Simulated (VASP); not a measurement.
# KLi (Fd-3m) in VASP: a series of runs

The runs below take KLi through single point, relaxation of cell and atoms, with PBE.

All numbers are computed with VASP 6.6.1; they aren't measurements. Logs are shortened: lines on timing, memory, paths and dates and some standing lists are left out, and cuts for length are marked.

**1. The cell of the first run**

Symmetry: Fd-3m, No. 227, cubic system. Conventional cell: a = 8.770 Å, b = 8.770 Å, c = 8.770 Å, α = 90.00°, β = 90.00°, γ = 90.00°. K (site symmetry -43m) has 4 K at 3.80 Å and 10 Li at 3.80 to 4.39 Å within 5.0 Å. Within 5.0 Å of Li (site symmetry -43m) lie 10 K at 3.80 to 4.39 Å and 4 Li at 3.80 Å.

**2. Single point, PBE**

INCAR

```
SYSTEM = KLi
PREC     = Accurate       ! precision mode
ENCUT    = 520            ! plane-wave cutoff, eV
EDIFF    = 1E-6           ! SCF threshold, eV
ISMEAR   = 0              ! smearing method
SIGMA    = 0.1            ! smearing width, eV
LREAL    = .FALSE.        ! projectors in reciprocal space
LASPH    = .TRUE.         ! aspherical terms in the spheres
NELM     = 100            ! most SCF steps
ALGO     = Fast           ! electronic algorithm
ISIF     = 2              ! what is computed and relaxed
LWAVE    = .FALSE.        ! write WAVECAR
LCHARG   = .FALSE.        ! write CHGCAR
GGA      = PE             ! functional
NBANDS   = 20             ! bands
```

KPOINTS

```
regular mesh
0
G
  4 4 4
  0 0 0
```

POSCAR

```
KLi
1.0
    0.0000000000      4.3850180485      4.3850180485
    4.3850180485      0.0000000000      4.3850180485
    4.3850180485      4.3850180485      0.0000000000
K Li
2 2
Direct
    0.5000000000      0.5000000000      0.5000000000
    0.7500000000      0.7500000000      0.7500000000
    0.0000000000      0.0000000000      0.0000000000
    0.2500000000      0.2500000000      0.2500000000
```

Potentials or basis: VASP PAW PBE potentials, release 64 (K_sv, Li_sv).

The run is started by

```console
$ cat potpaw_PBE.64/K_sv/POTCAR potpaw_PBE.64/Li_sv/POTCAR > POTCAR
$ mpirun -np 1 vasp_std > vasp.out
```

OUTCAR:

```text
SYSTEM = KLi
   PREC = Accurate
   ENCUT = 520
   EDIFF = 1E-6
   ISMEAR = 0
   LREAL = .FALSE.
   LASPH = .TRUE.
   NELM = 100
   ISIF = 2
   GGA = PE

 ion  position               nearest neighbor table
   1  0.500  0.500  0.500-   2 3.80   2 3.80   2 3.80   2 3.80
   2  0.750  0.750  0.750-   1 3.80   1 3.80   1 3.80   1 3.80
   3  0.000  0.000  0.000-
   4  0.250  0.250  0.250-

  LATTYP: Found a face centered cubic cell.
 ALAT       =     8.7700360970

  Lattice vectors:

 A1 = (   0.0000000000,   4.3850180485,   4.3850180485)
 A2 = (   4.3850180485,   0.0000000000,   4.3850180485)
 A3 = (   4.3850180485,   4.3850180485,   0.0000000000)

Analysis of symmetry for initial positions (statically):
=====================================================================
 Subroutine PRICEL returns:
 Original cell was already a primitive cell.

 Routine SETGRP: Setting up the symmetry group for a
 face centered cubic supercell.

 Subroutine GETGRP returns: Found 48 space group operations
 (whereof 24 operations were pure point group operations)
 out of a pool of 48 trial point group operations.

The static configuration has the point symmetry T_d .
 The point group associated with its full space group is O_h .

Analysis of symmetry for dynamics (positions and initial velocities):
=====================================================================
 Subroutine PRICEL returns:
 Original cell was already a primitive cell.

 Routine SETGRP: Setting up the symmetry group for a
 face centered cubic supercell.

 Subroutine GETGRP returns: Found 48 space group operations
 (whereof 24 operations were pure point group operations)
 out of a pool of 48 trial point group operations.

The dynamic configuration has the point symmetry T_d .
 The point group associated with its full space group is O_h .

 Subroutine INISYM returns: Found 48 space group operations
 (whereof 24 operations are pure point group operations),
 and found     1 'primitive' translations

----------------------------------------------------------------------------------------

                                     Primitive cell

  volume of cell :     168.6336

  direct lattice vectors                    reciprocal lattice vectors
     0.000000000  4.385018049  4.385018049    -0.114024616  0.114024616  0.114024616
     4.385018049  0.000000000  4.385018049     0.114024616 -0.114024616  0.114024616
     4.385018049  4.385018049  0.000000000     0.114024616  0.114024616 -0.114024616

  length of vectors
     6.201351995  6.201351995  6.201351995     0.197496429  0.197496429  0.197496429

  position of ions in fractional coordinates (direct lattice)
     0.500000000  0.500000000  0.500000000
     0.750000000  0.750000000  0.750000000
     0.000000000  0.000000000  0.000000000
     0.250000000  0.250000000  0.250000000

  ion indices of the primitive-cell ions
   primitive index   ion index
                 1           1
                 2           2
                 3           3
                 4           4

----------------------------------------------------------------------------------------

 KPOINTS: regular mesh

Automatic generation of k-mesh.
 Grid dimensions read from file:
 generate k-points for:    4    4    4

 Generating k-lattice:

  Cartesian coordinates                     Fractional coordinates (reciprocal lattice)
    -0.028506154  0.028506154  0.028506154     0.250000000  0.000000000  0.000000000
     0.028506154 -0.028506154  0.028506154     0.000000000  0.250000000  0.000000000
     0.028506154  0.028506154 -0.028506154     0.000000000  0.000000000  0.250000000

  Length of vectors
     0.049374107  0.049374107  0.049374107

  Shift w.r.t. Gamma in fractional coordinates (k-lattice)
     0.000000000  0.000000000  0.000000000

 Subroutine IBZKPT returns following result:
 ===========================================

 Found      8 irreducible k-points:

 Following reciprocal coordinates:
            Coordinates               Weight
  0.000000  0.000000  0.000000      1.000000
  0.250000  0.000000  0.000000      8.000000
  0.500000  0.000000  0.000000      4.000000
  0.250000  0.250000  0.000000      6.000000
  0.500000  0.250000  0.000000     24.000000
 -0.250000  0.250000  0.000000     12.000000
  0.500000  0.500000  0.000000      3.000000
 -0.250000  0.500000  0.250000      6.000000
   k-points           NKPTS =      8   k-points in BZ     NKDIM =      8   number of bands    NBANDS=     20
   number of dos      NEDOS =    301   number of ions     NIONS =      4
   total plane-waves  NPLWV = 110592
   dimension x,y,z NGX =    48 NGY =   48 NGZ =   48
   dimension x,y,z NGXF=    96 NGYF=   96 NGZF=   96
   ions per type =               2   2
   NGX,Y,Z   is equivalent  to a cutoff of  12.87, 12.87, 12.87 a.u.
   NGXF,Y,Z  is equivalent  to a cutoff of  25.74, 25.74, 25.74 a.u.
 SYSTEM =  KLi
   PREC   = accura    normal or accurate (medium, high low for compatibility)
   ISTART =      0    job   : 0-new  1-cont  2-samecut
   ICHARG =      2    charge: 1-file 2-atom 10-const
   ISPIN  =      1    spin polarized calculation?
   LNONCOLLINEAR =      F non collinear calculations
   LSORBIT =      F    spin-orbit coupling
   LASPH  =      T    aspherical Exc in radial PAW
   ENCUT  =  520.0 eV  38.22 Ry    6.18 a.u.  11.53 11.53 11.53*2*pi/ulx,y,z
   NELM   =    100;   NELMIN=  2; NELMDL= -5     # of ELM steps
   EDIFF  = 0.1E-05   stopping-criterion for ELM
   LREAL  =      F    real-space projection
   EDIFFG = 0.1E-04   stopping-criterion for IOM
   NSW    =      0    number of steps for IOM
   IBRION =     -1    ionic relax: 0-MD 1-quasi-New 2-CG
   NFREE  =      0    steps in history (QN), initial steepest desc. (CG)
   ISIF   =      2    stress and relaxation
   ISYM   =      2    0-nonsym 1-usesym 2-fastsym
   POTIM  = 0.5000    time-step for ionic-motion
   TEBEG  =    0.0;   TEEND  =   0.0 temperature during run
   PSTRESS=    0.0 pullay stress
   NELECT =      24.0000    total number of electrons
   NUPDOWN=      -1.0000    fix difference up-down
   EMIN   =  10.00;   EMAX   =-10.00  energy-range for DOS
   EFERMI =   0.00;   METHOD = LEGACY
   ISMEAR =     0;   SIGMA  =   0.10  broadening in eV -4-tet -1-fermi 0-gaus
   EFERMI_NEDOS =   21; number of points for ismear=-14 and -15
   IALGO  =     68    algorithm
   IMIX   =      4    mixing-type and parameters
     AMIX     =   0.40;   BMIX     =  1.00
     AMIX_MAG =   1.60;   BMIX_MAG =  1.00
  volume/ion in A,a.u.               =      42.16       284.50
  Fermi-wavevector in a.u.,A,eV,Ry     =   0.854733  1.615211  9.939990  0.730569
  Thomas-Fermi vector in A             =   1.971375
   LORBIT       =      0    0 simple, 1 ext, 2 COOP (PROOUT), +10 PAW based schemes
   GGA     = PE    functional components
   LHFCALC =     F    Hartree Fock is set to
   AEXX    =    0.0000 exact exchange contribution
   IVDW    =     0    specifies the selected vdW correction
   LEPSILON=     F    determine dielectric tensor
   LRPA    =     F    only Hartree local field effects (RPA)
 non-spin polarized calculation
 RMM-DIIS sequential band-by-band and
 Gauss-broadening in eV      SIGMA  =   0.10
  energy-cutoff  :      520.00
  volume of cell :      168.63
 maximum number of plane-waves:      4573
 NGX is ok and might be reduce to    48
   NGX = 23   NGY = 23   NGZ = 23

 number of electron      24.0000004 magnetization

 Free energy of the ion-electron system (eV)
  ---------------------------------------------------
  ext. energy  EPLUGINS =         0.00000000
  ---------------------------------------------------
  free energy    TOTEN  =        -5.21219871 eV

  energy without entropy =       -5.19453148  energy(sigma->0) =       -5.20336510

 E-fermi :   0.2014     XC(G=0):  -6.3485

 val. band max:        0.1225845886   @ k =  -0.2500   0.2500   0.0000
 cond. band min:       0.2193469978   @ k =  -0.2500   0.2500   0.0000
 fundamental gap:      0.0967624091
 Fermi energy:         0.2014314592

 k-point     1 :       0.0000    0.0000    0.0000
  band No.  band energies     occupation
      1     -47.2912      2.00000
      2     -47.2905      2.00000
      3     -31.6108      2.00000
      4     -31.5710      2.00000
      5     -15.1562      2.00000
      6     -15.1562      2.00000
[... 12 lines left out ...]
     19       3.0012      0.00000
     20       4.4460      0.00000

 k-point     2 :       0.2500    0.0000    0.0000
  band No.  band energies     occupation
      1     -47.2911      2.00000
      2     -47.2906      2.00000
      3     -31.6066      2.00000
      4     -31.5752      2.00000
      5     -15.1647      2.00000
      6     -15.1647      2.00000
[... 12 lines left out ...]
     19       3.3630      0.00000
     20       4.2074      0.00000

 k-point     3 :       0.5000    0.0000    0.0000
  band No.  band energies     occupation
      1     -47.2910      2.00000
      2     -47.2906      2.00000
      3     -31.6009      2.00000
      4     -31.5810      2.00000
      5     -15.1723      2.00000
      6     -15.1723      2.00000
[... 12 lines left out ...]
     19       3.7740      0.00000
     20       3.7740      0.00000

 k-point     4 :       0.2500    0.2500    0.0000
  band No.  band energies     occupation
      1     -47.2911      2.00000
      2     -47.2906      2.00000
      3     -31.6050      2.00000
      4     -31.5769      2.00000
      5     -15.1740      2.00000
      6     -15.1740      2.00000
[... 12 lines left out ...]
     19       3.5425      0.00000
     20       4.9411      0.00000

 k-point     5 :       0.5000    0.2500    0.0000
  band No.  band energies     occupation
      1     -47.2909      2.00000
      2     -47.2907      2.00000
      3     -31.5979      2.00000
      4     -31.5839      2.00000
      5     -15.1875      2.00000
      6     -15.1808      2.00000
[... 12 lines left out ...]
     19       4.0391      0.00000
     20       4.2361      0.00000

 k-point     6 :      -0.2500    0.2500    0.0000
  band No.  band energies     occupation
      1     -47.2910      2.00000
      2     -47.2907      2.00000
      3     -31.6009      2.00000
      4     -31.5810      2.00000
      5     -15.1858      2.00000
      6     -15.1723      2.00000
[... 12 lines left out ...]
     19       3.5847      0.00000
     20       4.7342      0.00000

 k-point     7 :       0.5000    0.5000    0.0000
  band No.  band energies     occupation
      1     -47.2908      2.00000
      2     -47.2908      2.00000
      3     -31.5909      2.00000
      4     -31.5909      2.00000
      5     -15.1887      2.00000
      6     -15.1887      2.00000
[... 12 lines left out ...]
     19       4.6054      0.00000
     20       4.6159      0.00000

 k-point     8 :      -0.2500    0.5000    0.2500
  band No.  band energies     occupation
      1     -47.2908      2.00000
      2     -47.2908      2.00000
      3     -31.5909      2.00000
      4     -31.5909      2.00000
      5     -15.1893      2.00000
      6     -15.1893      2.00000
[... 12 lines left out ...]
     19       4.4639      0.00000
     20       4.4647      0.00000

------------------------ aborting loop because EDIFF is reached ----------------------------------------

  FORCE on cell =-STRESS in cart. coord.  units (eV):
  Direction    XX          YY          ZZ          XY          YZ          ZX
  --------------------------------------------------------------------------------------
  -------------------------------------------------------------------------------------
  Total        0.2769896      0.2769896      0.2769896     -0.0000000      0.0000000      0.0000000
  in kB        2.6316607      2.6316607      2.6316607     -0.0000000      0.0000000      0.0000000
  external PRESSURE =       2.6316607 kB  Pullay stress =       0.0000000 kB

 VOLUME and BASIS-vectors are now :
 -----------------------------------------------------------------------------
  energy-cutoff  :      520.00
  volume of cell :      168.63
      direct lattice vectors                 reciprocal lattice vectors
     0.000000000  4.385018049  4.385018049    -0.114024616  0.114024616  0.114024616
     4.385018049  0.000000000  4.385018049     0.114024616 -0.114024616  0.114024616
     4.385018049  4.385018049  0.000000000     0.114024616  0.114024616 -0.114024616

 POSITION                                       TOTAL-FORCE (eV/Angst)
 -----------------------------------------------------------------------------------
      4.38502      4.38502      4.38502         0.000000      0.000000      0.000000
      6.57753      6.57753      6.57753        -0.000000     -0.000000     -0.000000
      0.00000      0.00000      0.00000        -0.000000     -0.000000     -0.000000
      2.19251      2.19251      2.19251         0.000000      0.000000      0.000000
 -----------------------------------------------------------------------------------
    total drift:                               -0.000000     -0.000000      0.000000

  FREE ENERGIE OF THE ION-ELECTRON SYSTEM (eV)
  ---------------------------------------------------
  free  energy   TOTEN  =        -5.2121987107 eV

  energy  without entropy=       -5.1945314817  energy(sigma->0) =       -5.20336510
```

It took 2.4 min on 1 thread of Intel Xeon Platinum 8488C (Sapphire Rapids), shared host; peak memory 0.33 GiB.

What came out:

```
Free energy            : -5.2122 eV
Band gap on the k mesh : zero (bands 12 and 13 overlap by 1.85 eV)
```

Caveat: the cutoff is under 1.25 times the usual one of these potentials, so pressure, stress and relaxed cells hold a basis-set (Pulay) error.

**3. Relaxation of cell and atoms, PBE**

This run uses another cell than the first one, of 26.21 Å³/atom.

INCAR

```
SYSTEM = KLi
  PREC = Accurate
  ENCUT = 600
  EDIFF = 1E-7
  ISMEAR = 0
  SIGMA = 0.1
  LREAL = .FALSE.
  LASPH = .TRUE.
  NELM = 80
  ALGO = Normal
  ISIF = 3
  LWAVE = .FALSE.
  LCHARG = .FALSE.
  GGA = PE
  IBRION = 2
  NSW = 90
  EDIFFG = -0.04
```

KPOINTS is that of step 2.

POSCAR

```
KLi
1.0
    0.0000000000      3.7424758808      3.7424758808
    3.7424758808      0.0000000000      3.7424758808
    3.7424758808      3.7424758808      0.0000000000
K Li
2 2
Direct
    0.5000000000      0.5000000000      0.5000000000
    0.7500000000      0.7500000000      0.7500000000
    0.0000000000      0.0000000000      0.0000000000
    0.2500000000      0.2500000000      0.2500000000
```

Potentials or basis: VASP PAW PBE potentials, release 64 (K_sv, Li_sv).

The run is started by

```console
$ cat potpaw_PBE.64/K_sv/POTCAR potpaw_PBE.64/Li_sv/POTCAR > POTCAR
$ mpirun -np 1 vasp_std > vasp.out
```

Run time: 60 s. Hardware: 1 thread of Intel Xeon Platinum 8488C (Sapphire Rapids), shared host; peak memory 0.26 GiB.

The run converged. Its results:

* Free energy: -5.1598 eV
* Relaxed volume: 41.62 Å³/atom
* Relaxed cell: a = 6.175 Å, b = 6.175 Å, c = 6.175 Å, α = 60.00°, β = 60.00°, γ = 60.00°
* Space group after relaxing (to 0.1 Å): Fd-3m (No. 227)
* Energy gained by relaxing: 278.1 meV/atom
* Ionic steps: 4
* Pressure after relaxing: 0.0 GPa
* Band gap on the k mesh: zero (bands 12 and 13 overlap by 1.85 eV)

The path:
```csv
step,energy change (eV),largest force (eV/Å),pressure (GPa),volume (Å³)
1,0.0000,0.0000,7.59,104.84
2,-0.6881,0.0000,3.79,124.83
3,-1.0984,0.0000,0.53,158.54
4,-1.1122,0.0000,0.04,166.46
```

Final structure:
```yaml
crystal:
  lattice:
    - [0.00000, 4.36611, 4.36611]
    - [4.36611, 0.00000, 4.36611]
    - [4.36611, 4.36611, 0.00000]
  atoms:
    - { symbol: K, position: [0.50000, 0.50000, 0.50000] }
    - { symbol: K, position: [0.75000, 0.75000, 0.75000] }
    - { symbol: Li, position: [0.00000, 0.00000, 0.00000] }
    - { symbol: Li, position: [0.25000, 0.25000, 0.25000] }
```

Levels at points of the mesh, in eV from the Fermi level:
| k point | band 10 | band 11 | band 12 | band 13 | band 14 | band 15 |
| --- | --- | --- | --- | --- | --- | --- |
| (0.00, 0.00, 0.00) | -15.21 | -2.69 | 1.71 | 1.71 | 1.71 | 2.06 |
| (0.50, 0.00, 0.00) | -15.20 | -1.27 | -1.24 | 0.98 | 0.98 | 2.62 |
| (0.50, 0.50, 0.00) | -15.18 | -0.87 | -0.87 | 0.68 | 0.68 | 1.21 |

Caveat: the k points lie up to 0.31 Å⁻¹ apart in the final cell, too coarse for converged energies and pressures of a metal; the cutoff is under 1.25 times the usual one of these potentials, so pressure, stress and relaxed cells hold a basis-set (Pulay) error; the volume moved by over 15 % at a fixed basis, so the end points are rough.

**4. Relaxation of cell and atoms, PBE**

INCAR

```
  ALGO = Fast
  EDIFF = 1E-6
  EDIFFG = -0.01
  ENCUT = 600
  GGA = PE
  IBRION = 2
  ISIF = 3
  ISMEAR = 0
  LASPH = True
  LCHARG = False
  LREAL = False
  LWAVE = False
  NELM = 80
  NSW = 100
  PREC = Accurate
  SIGMA = 0.1
```

KPOINTS

```
k-points
0
Gamma
  10 10 10
```

POSCAR

```
KLi
1.0
    0.0000000000      4.3850180485      4.3850180485
    4.3850180485      0.0000000000      4.3850180485
    4.3850180485      4.3850180485      0.0000000000
K Li
2 2
Direct
    0.0000000000      0.0000000000      0.0000000000
    0.2500000000      0.2500000000      0.2500000000
    0.5000000000      0.5000000000      0.5000000000
    0.7500000000      0.7500000000      0.7500000000
```

The run is started by

```console
$ cat potpaw_PBE.64/K_sv/POTCAR potpaw_PBE.64/Li_sv/POTCAR > POTCAR
$ mpirun -np 1 vasp_std > vasp.out
```

Wall time 28 min (1 thread of Intel Xeon Platinum 8488C (Sapphire Rapids), shared host); peak memory 0.46 GiB.

It converged, with:

```yaml
Free_energy: -5.2531 eV
Relaxed_volume: 43.52 Å³/atom
Relaxed_cell: a = 6.267 Å, b = 6.267 Å, c = 6.267 Å, α = 60.00°, β = 60.00°, γ = 60.00°
Space_group_after_relaxing_to_0.1_Å: Fd-3m (No. 227)
Energy_gained_by_relaxing: 0.9 meV/atom
Ionic_steps: 4
Pressure_after_relaxing: 0.0 GPa
Band_gap_on_the_k_mesh: zero (bands 12 and 13 overlap by 2.09 eV)
```

Step by step:
```tsv
step	energy change (eV)	largest force (eV/Å)	pressure (GPa)	volume (Å³)
1	0.0000	0.0000	0.17	168.63
2	-0.0012	0.0000	0.16	169.72
3	-0.0033	0.0000	0.04	173.02
4	-0.0034	0.0000	0.00	174.08
```

Final structure:
```
CELL_PARAMETERS angstrom
0.00000 4.43172 4.43172
4.43172 0.00000 4.43172
4.43172 4.43172 0.00000
ATOMIC_POSITIONS crystal
K 0.00000 0.00000 0.00000
K 0.25000 0.25000 0.25000
Li 0.50000 0.50000 0.50000
Li 0.75000 0.75000 0.75000
```

Levels at points of the mesh, in eV from the Fermi level:
```tsv
k point	band 10	band 11	band 12	band 13	band 14	band 15
(0.00, 0.00, 0.00)	-15.29	-2.67	1.67	1.67	1.67	1.99
(0.50, 0.00, 0.00)	-15.28	-1.30	-1.25	0.97	0.97	2.52
(0.50, 0.50, 0.00)	-15.26	-0.89	-0.89	0.64	0.64	1.14
```

Caveat: the cutoff is under 1.25 times the usual one of these potentials, so pressure, stress and relaxed cells hold a basis-set (Pulay) error.

**5. The runs side by side**

| task | cell | k mesh | cutoff (eV) | gap on the mesh (eV) | pressure (GPa) | relaxed volume (Å³/atom) |
| --- | --- | --- | --- | --- | --- | --- |
| single point | a = 6.201 Å, angles 60.0°, 4 atoms | 4 × 4 × 4 | 520 | none | - | - |
| relaxation of cell and atoms | relaxed from a = 5.293 Å, angles 60.0°, 4 atoms | 4 × 4 × 4 | 600 | none | 0.0 | 41.62 |
| relaxation of cell and atoms | relaxed from a = 6.201 Å, angles 60.0°, 4 atoms | 10 × 10 × 10 | 600 | none | 0.0 | 43.52 |

Alike in all rows: level PBE; potentials or basis VASP PAW PBE potentials, release 64 (K_sv, Li_sv); no spin polarisation; smearing gaussian 0.1 eV.

Caveats: some runs use coarse meshes; the cutoff is under 1.25 times the usual one of these potentials, so pressure, stress and relaxed cells hold a basis-set (Pulay) error; the volume moved by over 15 % at a fixed basis, so the end points are rough (at least some runs).

Absolute energies hang on the potentials; compare differences alone.
